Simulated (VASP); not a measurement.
# La (Fd-3m) in VASP: further runs

The runs below take La through relaxation of cell and atoms, with LDA.

Everything below comes from runs of VASP 6.6.1. Logs are shortened: lines on timing, memory, paths and dates and some standing lists are left out, and cuts for length are marked.

### 1 The cell of the first run

Symmetry: Fd-3m, No. 227, cubic system. The conventional cell has a = 6.405 Å, b = 6.405 Å, c = 6.405 Å, α = 90.00°, β = 90.00°, γ = 90.00°. Within 3.7 Å of La (site symmetry -43m) lie 4 La at 2.77 Å.

### 2 Relaxation of cell and atoms, LDA, target pressure 3.5 GPa, at which the enthalpy is minimised

INCAR reads:

```
PREC     = Accurate       # precision mode
ENCUT    = 600            # plane-wave cutoff, eV
EDIFF    = 1E-6           # SCF threshold, eV
ISMEAR   = -1             # smearing method
SIGMA    = 0.08           # smearing width, eV
LREAL    = F              # projectors in reciprocal space
LASPH    = T              # aspherical terms in the spheres
NELM     = 80             # most SCF steps
ALGO     = Normal         # electronic algorithm
ISIF     = 3              # what is computed and relaxed
LWAVE    = F              # write WAVECAR
LCHARG   = F              # write CHGCAR
IBRION   = 2              # ionic algorithm
NSW      = 32             # ionic steps
EDIFFG   = -0.005         # ionic threshold
PSTRESS  = 35.0
```

KPOINTS reads:

```
regular mesh
0
Gamma
  10 10 10
```

POSCAR reads:

```
La
1.0
    0.0000000000      3.2024057272      3.2024057272
    3.2024057272      0.0000000000      3.2024057272
    3.2024057272      3.2024057272      0.0000000000
La
2
Direct
   -0.1250000000     -0.1250000000     -0.1250000000
    0.1250000000      0.1250000000      0.1250000000
```

Potentials or basis: VASP PAW LDA potentials, release 64 (La).

The run is started by

```console
$ cat potpaw_LDA.64/La/POTCAR > POTCAR
$ mpirun -np 1 vasp_std > vasp.out
```

OUTCAR:

```text
PREC = Accurate
   ENCUT = 600
   EDIFF = 1E-6
   ISMEAR = -1
   LREAL = F
   LASPH = T
   NELM = 80
   ISIF = 3
   IBRION = 2
   NSW = 32
   EDIFFG = -0.005
   PSTRESS = 35.0

 ion  position               nearest neighbor table
   1  0.875  0.875  0.875-   2 2.77   2 2.77   2 2.77   2 2.77
   2  0.125  0.125  0.125-   1 2.77   1 2.77   1 2.77   1 2.77

  LATTYP: Found a face centered cubic cell.
 ALAT       =     6.4048114544

  Lattice vectors:

 A1 = (   0.0000000000,   3.2024057272,   3.2024057272)
 A2 = (   3.2024057272,   0.0000000000,   3.2024057272)
 A3 = (   3.2024057272,   3.2024057272,   0.0000000000)

Analysis of symmetry for initial positions (statically):
=====================================================================
 Subroutine PRICEL returns:
 Original cell was already a primitive cell.

 Routine SETGRP: Setting up the symmetry group for a
 face centered cubic supercell.

 Subroutine GETGRP returns: Found 48 space group operations
 (whereof 12 operations were pure point group operations)
 out of a pool of 48 trial point group operations.

The static configuration has the point symmetry D_3d.
 The point group associated with its full space group is O_h .

Analysis of symmetry for dynamics (positions and initial velocities):
=====================================================================
 Subroutine PRICEL returns:
 Original cell was already a primitive cell.

 Routine SETGRP: Setting up the symmetry group for a
 face centered cubic supercell.

 Subroutine GETGRP returns: Found 48 space group operations
 (whereof 12 operations were pure point group operations)
 out of a pool of 48 trial point group operations.

The dynamic configuration has the point symmetry D_3d.
 The point group associated with its full space group is O_h .

 Subroutine INISYM returns: Found 48 space group operations
 (whereof 12 operations are pure point group operations),
 and found     1 'primitive' translations

----------------------------------------------------------------------------------------

                                     Primitive cell

  volume of cell :      65.6839

  direct lattice vectors                    reciprocal lattice vectors
     0.000000000  3.202405727  3.202405727    -0.156132621  0.156132621  0.156132621
     3.202405727  0.000000000  3.202405727     0.156132621 -0.156132621  0.156132621
     3.202405727  3.202405727  0.000000000     0.156132621  0.156132621 -0.156132621

  length of vectors
     4.528885612  4.528885612  4.528885612     0.270429632  0.270429632  0.270429632

  position of ions in fractional coordinates (direct lattice)
     0.875000000  0.875000000  0.875000000
     0.125000000  0.125000000  0.125000000

  ion indices of the primitive-cell ions
   primitive index   ion index
                 1           1
                 2           2

----------------------------------------------------------------------------------------

 KPOINTS: regular mesh

Automatic generation of k-mesh.
 Grid dimensions read from file:
 generate k-points for:   10   10   10

 Generating k-lattice:

  Cartesian coordinates                     Fractional coordinates (reciprocal lattice)
    -0.015613262  0.015613262  0.015613262     0.100000000  0.000000000  0.000000000
     0.015613262 -0.015613262  0.015613262     0.000000000  0.100000000  0.000000000
     0.015613262  0.015613262 -0.015613262     0.000000000  0.000000000  0.100000000

  Length of vectors
     0.027042963  0.027042963  0.027042963

  Shift w.r.t. Gamma in fractional coordinates (k-lattice)
     0.000000000  0.000000000  0.000000000

 Subroutine IBZKPT returns following result:
 ===========================================

 Found     47 irreducible k-points:

 Following reciprocal coordinates:
            Coordinates               Weight
  0.000000  0.000000  0.000000      1.000000
  0.100000  0.000000  0.000000      8.000000
  0.200000  0.000000  0.000000      8.000000
  0.300000  0.000000  0.000000      8.000000
  0.400000  0.000000  0.000000      8.000000
  0.500000  0.000000  0.000000      4.000000
[... 16 lines left out ...]
  0.300000  0.300000  0.000000      6.000000
  0.400000  0.300000  0.000000     24.000000
 [... further k-points ...]
   k-points           NKPTS =     47   k-points in BZ     NKDIM =     47   number of bands    NBANDS=     15
   number of dos      NEDOS =    301   number of ions     NIONS =      2
   total plane-waves  NPLWV =  46656
   dimension x,y,z NGX =    36 NGY =   36 NGZ =   36
   dimension x,y,z NGXF=    72 NGYF=   72 NGZF=   72
   ions per type =               2
   NGX,Y,Z   is equivalent  to a cutoff of  13.21, 13.21, 13.21 a.u.
   NGXF,Y,Z  is equivalent  to a cutoff of  26.43, 26.43, 26.43 a.u.
 SYSTEM =  unknown system
   PREC   = accura    normal or accurate (medium, high low for compatibility)
   ISTART =      0    job   : 0-new  1-cont  2-samecut
   ICHARG =      2    charge: 1-file 2-atom 10-const
   ISPIN  =      1    spin polarized calculation?
   LNONCOLLINEAR =      F non collinear calculations
   LSORBIT =      F    spin-orbit coupling
   LASPH  =      T    aspherical Exc in radial PAW
   ENCUT  =  600.0 eV  44.10 Ry    6.64 a.u.   9.05  9.05  9.05*2*pi/ulx,y,z
   NELM   =     80;   NELMIN=  2; NELMDL= -5     # of ELM steps
   EDIFF  = 0.1E-05   stopping-criterion for ELM
   LREAL  =      F    real-space projection
   EDIFFG = -.5E-02   stopping-criterion for IOM
   NSW    =     32    number of steps for IOM
   IBRION =      2    ionic relax: 0-MD 1-quasi-New 2-CG
   NFREE  =      1    steps in history (QN), initial steepest desc. (CG)
   ISIF   =      3    stress and relaxation
   ISYM   =      2    0-nonsym 1-usesym 2-fastsym
   POTIM  = 0.5000    time-step for ionic-motion
   TEBEG  =    0.0;   TEEND  =   0.0 temperature during run
   PSTRESS=   35.0 pullay stress
   NELECT =      22.0000    total number of electrons
   NUPDOWN=      -1.0000    fix difference up-down
   EMIN   =  10.00;   EMAX   =-10.00  energy-range for DOS
   EFERMI =   0.00;   METHOD = LEGACY
   ISMEAR =    -1;   SIGMA  =   0.08  broadening in eV -4-tet -1-fermi 0-gaus
   EFERMI_NEDOS =   21; number of points for ismear=-14 and -15
   IALGO  =     38    algorithm
   IMIX   =      4    mixing-type and parameters
     AMIX     =   0.40;   BMIX     =  1.00
     AMIX_MAG =   1.60;   BMIX_MAG =  1.00
  volume/ion in A,a.u.               =      32.84       221.63
  Fermi-wavevector in a.u.,A,eV,Ry     =   1.136919  2.148465 17.586672  1.292584
  Thomas-Fermi vector in A             =   2.273624
   LORBIT       =      0    0 simple, 1 ext, 2 COOP (PROOUT), +10 PAW based schemes
   GGA     = CA    functional components
   LHFCALC =     F    Hartree Fock is set to
   AEXX    =    0.0000 exact exchange contribution
   IVDW    =     0    specifies the selected vdW correction
   LEPSILON=     F    determine dielectric tensor
   LRPA    =     F    only Hartree local field effects (RPA)
 conjugate gradient relaxation of ions
 non-spin polarized calculation
  energy-cutoff  :      600.00
  volume of cell :       65.68
 maximum number of plane-waves:      2210
   NGX = 19   NGY = 19   NGZ = 19

--------------------------------------- Ionic step        1  -------------------------------------------

 number of electron      22.0000000 magnetization

 Free energy of the ion-electron system (eV)
  ---------------------------------------------------
  ext. energy  EPLUGINS =         0.00000000
  ---------------------------------------------------
  free energy    TOTEN  =        -9.42710619 eV

  energy without entropy =       -9.39536095  energy(sigma->0) =       -9.41123357

------------------------ aborting loop because EDIFF is reached ----------------------------------------

  FORCE on cell =-STRESS in cart. coord.  units (eV):
  Direction    XX          YY          ZZ          XY          YZ          ZX
  --------------------------------------------------------------------------------------
  -------------------------------------------------------------------------------------
  Total        1.4066021      1.4066021      1.4066021      0.0000000     -0.0000000      0.0000000
  in kB       34.3101627     34.3101627     34.3101627      0.0000000     -0.0000000      0.0000000
  external PRESSURE =      -0.6898373 kB  Pullay stress =      35.0000000 kB
[... 61 lines left out ...]
  enthalpy is  TOTEN    =        -7.9922052037 eV   P V=        1.4319485698

--------------------------------------- Ionic step        3  -------------------------------------------

 number of electron      22.0000000 magnetization

 Free energy of the ion-electron system (eV)
  ---------------------------------------------------
  ext. energy  EPLUGINS =         0.00000000
  ---------------------------------------------------
  free energy    TOTEN  =        -9.42606913 eV

  energy without entropy =       -9.39437387  energy(sigma->0) =       -9.41022150

 E-fermi :   8.4006     XC(G=0):  -9.9890

 val. band max:        8.3950532711   @ k =   0.4000   0.3000   0.0000
 cond. band min:       8.4321388311   @ k =  -0.3000   0.5000   0.2000
 fundamental gap:      0.0370855600
 Fermi energy:         8.4005973512

 k-point     1 :       0.0000    0.0000    0.0000
  band No.  band energies     occupation
      1     -25.1588      2.00000
      2     -22.7385      2.00000
      3      -9.3831      2.00000
      4      -9.3831      2.00000
      5      -9.3831      2.00000
      6      -6.7529      2.00000
      7      -6.7529      2.00000
      8      -6.7529      2.00000
      9       6.1149      2.00000
     10       7.5704      1.99994
     11       7.5704      1.99994
     12       9.3836      0.00001
     13       9.3836      0.00001
     14       9.3836      0.00001
     15      10.1335      0.00000
[... 397 lines left out ...]
 k-point    24 :       0.4000    0.3000    0.0000
  band No.  band energies     occupation
      1     -24.5736      2.00000
      2     -23.5171      2.00000
      3     -10.0155      2.00000
      4      -9.9773      2.00000
      5      -8.5320      2.00000
      6      -7.3586      2.00000
      7      -5.8009      2.00000
      8      -5.7647      2.00000
      9       6.2225      2.00000
     10       7.2752      2.00000
     11       8.3951      1.03464
     12       8.6422      0.09306
     13       8.9211      0.00298
     14       9.7340      0.00000
     15      10.0428      0.00000

 [... further k-points ...]
[... 5 lines left out ...]
  --------------------------------------------------------------------------------------
  -------------------------------------------------------------------------------------
  Total        1.4344184      1.4344184      1.4344184      0.0000000      0.0000000      0.0000000
  in kB       35.0141941     35.0141941     35.0141941      0.0000000      0.0000000      0.0000000
  external PRESSURE =       0.0141941 kB  Pullay stress =      35.0000000 kB
[... 17 lines left out ...]
  FREE ENERGIE OF THE ION-ELECTRON SYSTEM (eV)
  ---------------------------------------------------
  free  energy   TOTEN  =        -9.4260691298 eV

  energy  without entropy=       -9.3943738724  energy(sigma->0) =       -9.41022150

  enthalpy is  TOTEN    =        -7.9922321977 eV   P V=        1.4338369322

 reached required accuracy - stopping structural energy minimisation
```

It took 3.2 min on 1 thread of Oxide Virtual Turin-like, shared host; peak memory 0.18 GiB.

Results:

- Free energy: -9.4261 eV
- Relaxed volume: 32.82 Å³/atom
- Relaxed cell: a = 4.528 Å, b = 4.528 Å, c = 4.528 Å, α = 60.00°, β = 60.00°, γ = 60.00°
- Space group after relaxing (to 0.05 Å): Fd-3m (No. 227)
- Energy change on relaxing (the enthalpy is what falls): +0.5 meV/atom
- Ionic steps: 3
- Pressure after relaxing: 3.5 GPa
- Band gap on the k mesh: zero (band 11 reaches 8.44 eV, above the bottom of band 12 at 8.25 eV)

Step by step:
```csv
step,energy change (eV),largest force (eV/Å),pressure (GPa),volume (Å³)
1,0.0000,0.0000,3.43,65.68
2,0.0030,0.0000,3.60,65.55
3,0.0010,0.0000,3.50,65.64
```

Final structure:
```
La
1.0
     0.00000    3.20163    3.20163
     3.20163    0.00000    3.20163
     3.20163    3.20163    0.00000
La
2
Direct
  0.87500 0.87500 0.87500
  0.12500 0.12500 0.12500
```

Caveat: the cell is relaxed towards a set pressure, so the enthalpy falls and the energy may rise; spin-orbit coupling is left out, which moves the levels of the heavy elements.

### 3 Relaxation of cell and atoms, LDA, target pressure 3.5 GPa, at which the enthalpy is minimised

This run uses another cell than the first one, of 35.82 Å³/atom, 1.091 times its volume.

INCAR reads:

```
PREC = Accurate
ENCUT = 600
EDIFF = 1E-6
ISMEAR = -1
SIGMA = 0.08
LREAL = False
LASPH = True
NELM = 100
ALGO = Normal
ISIF = 3
LWAVE = False
LCHARG = False
IBRION = 2
NSW = 60
EDIFFG = -0.005
PSTRESS = 35.0
```

KPOINTS reads:

```
Automatic mesh
0
Gamma
  10 10 10
```

POSCAR reads:

```
La
1.0
    0.0000000000      3.2965586839      3.2965586839
    3.2965586839      0.0000000000      3.2965586839
    3.2965586839      3.2965586839      0.0000000000
La
2
Direct
   -0.1250000000     -0.1250000000     -0.1250000000
    0.1250000000      0.1250000000      0.1250000000
```

Potentials or basis: VASP PAW LDA potentials, release 64 (La).

The run is started by

```console
$ cat potpaw_LDA.64/La/POTCAR > POTCAR
$ mpirun -np 1 vasp_std > vasp.out
```

Run time: 10 min. Hardware: 1 thread of Oxide Virtual Turin-like, shared host; peak memory 0.21 GiB.

Results (log left out):

```yaml
Free_energy: -9.4266 eV
Relaxed_volume: 32.82 Å³/atom
Relaxed_cell: a = 4.528 Å, b = 4.528 Å, c = 4.528 Å, α = 60.00°, β = 60.00°, γ = 60.00°
Space_group_after_relaxing_to_0.05_Å: Fd-3m (No. 227)
Energy_change_on_relaxing_the_enthalpy_is_what_falls: +9.2 meV/atom
Ionic_steps: 4
Pressure_after_relaxing: 3.5 GPa
Band_gap_on_the_k_mesh: zero (band 11 reaches 8.44 eV, above the bottom of band 12 at 8.24 eV)
```

The path:
| step | energy change (eV) | largest force (eV/Å) | pressure (GPa) | volume (Å³) |
| --- | --- | --- | --- | --- |
| 1 | 0.0000 | 0.0000 | -1.99 | 71.65 |
| 2 | 0.3088 | 0.0000 | 12.82 | 59.66 |
| 3 | 0.0161 | 0.0000 | 3.36 | 65.76 |
| 4 | 0.0185 | 0.0000 | 3.48 | 65.65 |

Final structure:
```
La
1.0
     0.00000    3.20182    3.20182
     3.20182    0.00000    3.20182
     3.20182    3.20182    0.00000
La
2
Direct
  0.87500 0.87500 0.87500
  0.12500 0.12500 0.12500
```

Levels at points of the mesh, in eV from the Fermi level:
```csv
k point,band 8,band 9,band 10,band 11,band 12,band 13,band 14,band 15
"(0.00, 0.00, 0.00)",-15.15,-2.29,-0.83,-0.83,0.98,0.98,0.98,1.73
"(0.50, 0.00, 0.00)",-14.59,-1.29,-0.67,-0.67,-0.10,0.06,0.06,1.79
"(0.50, 0.50, 0.00)",-13.95,-1.87,-1.87,-0.15,-0.15,0.74,0.74,1.86
```

Caveat: the cell is relaxed towards a set pressure, so the enthalpy falls and the energy may rise; spin-orbit coupling is left out, which moves the levels of the heavy elements.
